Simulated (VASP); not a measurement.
Here is a VASP 6.6.1 calculation.

Contents of POSCAR:

```
BaZrO3
1.0
    4.1809800000      0.0000000000      0.0000000000
    0.0000000000      4.1809800000      0.0000000000
    0.0000000000      0.0000000000      4.1809800000
Ba Zr O
1 1 3
Direct
    0.0000000000      0.0000000000      0.0000000000
    0.5000000000      0.5000000000      0.5000000000
    0.5000000000      0.5000000000      0.0000000000
    0.0000000000      0.5000000000      0.5000000000
    0.5000000000      0.0000000000      0.5000000000
```

File INCAR.step1:

```
SYSTEM = BaZrO3
PREC = Accurate
ENCUT = 520
ISMEAR = -1
SIGMA = 0.05
LREAL = .False.
LASPH = .True.
NELM = 100
NBANDS = 28
GGA = PE
ALGO = Normal
EDIFF = 1E-4
LWAVE = .True.
LCHARG = .False.
```

The input INCAR.step2:

```
SYSTEM = BaZrO3
PREC = Accurate
ENCUT = 520
EDIFF = 1E-7
ISMEAR = -1
SIGMA = 0.05
LREAL = .False.
LASPH = .True.
NELM = 100
ALGO = Normal
ISIF = 2
LWAVE = .False.
LCHARG = .True.
METAGGA = R2SCAN
LMIXTAU = .True.
LELF = .True.
LVHAR = .True.
NBANDS = 28
ISTART = 1
```

KPOINTS

```
Automatic mesh
0
Gamma
  6 6 6
  0 0 0
```

Potentials or basis: VASP PAW PBE potentials, release 64 (Ba_sv, Zr_sv, O).

Command:

```console
$ cat potpaw_PBE.64/Ba_sv/POTCAR potpaw_PBE.64/Zr_sv/POTCAR potpaw_PBE.64/O/POTCAR > POTCAR
$ cp INCAR.step1 INCAR
$ mpirun -np 1 vasp_std > vasp.out
$ cp INCAR.step2 INCAR
$ mpirun -np 1 vasp_std > vasp.out
```

(1) Estimate the pressure.

(2) Predict the band gap on the k mesh.

## Answers

(1) 4.0 GPa.

(2) 3.72 eV (least direct gap 3.96 eV).

Caveat: the cell stands under pressure; the PAW data sets were made with another functional, which shifts forces and pressure a little; spin-orbit coupling is left out, which moves the levels of the heavy elements.
